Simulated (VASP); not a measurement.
SnTe, 2 atoms in the cell. It takes space group P4mm (No. 99, tetragonal). The conventional cell has a = 3.905 Å, b = 3.905 Å, c = 3.905 Å, α = 90.00°, β = 90.00°, γ = 90.00°. Sn (site symmetry 4mm) has 8 Te at 3.32 to 3.44 Å and 6 Sn at 3.90 Å within 4.4 Å. Within 4.4 Å of Te (site symmetry 4mm) lie 8 Sn at 3.32 to 3.44 Å and 6 Te at 3.90 Å.  This cell differs from its parent crystal: all Te atoms moved -0.100 Å, as atom 2 along Cartesian [0 0 1].

```yaml
Program: VASP 6.6.1
Task: single point
Functional: r2SCAN
Potentials_or_basis: VASP PAW PBE potentials, release 64 (Sn_d, Te)
Cutoff: 550 eV
k_mesh: 12 × 12 × 12
Occupations: gaussian, width 0.15 eV
Spin: no spin polarisation
Dipole_correction: no
Further_INCAR_settings: ALGO = Normal; EDIFF = 1e-06; NBANDS = 17
```

Potentials or basis: VASP PAW PBE potentials, release 64 (Sn_d, Te).

Run with:

```sh
$ cat potpaw_PBE.64/Sn_d/POTCAR potpaw_PBE.64/Te/POTCAR > POTCAR
$ cp INCAR.step1 INCAR
$ mpirun -np 1 vasp_std > vasp.out
$ cp INCAR.step2 INCAR
$ mpirun -np 1 vasp_std > vasp.out
```

Hardware: 1 thread of Oxide Virtual Turin-like Processor, with other jobs on the host.

Q: How long does it take, and how much memory?

A: Wall time 12 min on 1 thread of Oxide Virtual Turin-like Processor, with other jobs on the host, peak memory 0.31 GiB. Counts: k points 196.
